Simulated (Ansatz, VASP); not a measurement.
## KCl in VASP and in Ansatz

```
K Cl
1.0
     0.00000   -3.12070   -3.12070
    -3.12070    0.00000   -3.12070
     3.12070    3.12070   -6.24141
K Cl
2 2
Direct
  0.50196 0.51613 0.49349
  0.03708 0.97085 0.99349
  0.72847 0.75718 0.75718
  0.22847 0.25718 0.25718
```

Change from the starting cell: mode 4 frozen in at -0.091 Å and mode 9 at -0.090 Å (largest displacements).

Alike in both runs: task single point; functional PBEsol; k mesh 6 × 6 × 6; occupations gaussian, width 0.05 eV; no spin polarisation.

```csv
,VASP,Ansatz
version,VASP 6.6.1,Ansatz 0.2.0
potentials or method,"VASP PAW PBE potentials, release 64 (K_sv, Cl), cutoff 520 eV","scalar-relativistic, plane waves, PAW"
valence electrons in the cell,32,32
```

VASP gave:

- gap on the k mesh at the Fermi level (eV): 5.11
- least direct gap on the mesh (eV): 5.11
- pressure (GPa): 0.4
- traceless stress, the component that is largest in VASP (GPa): 0.57
- rms of the force components (eV/Å): 0.164

Task: Estimate Ansatz's values.

Result: gap on the k mesh at the Fermi level (eV): 5.11; least direct gap on the mesh (eV): 5.11; pressure (GPa): 0.3; traceless stress, the component that is largest in VASP (GPa): 0.56; rms of the force components (eV/Å): 0.161.

VASP's potentials were made for PBE, not for PBEsol. Atom by atom the forces differ by 0.004 eV/Å (rms over components). With one functional, cell and mesh, what is left measures potentials, basis and numerics.
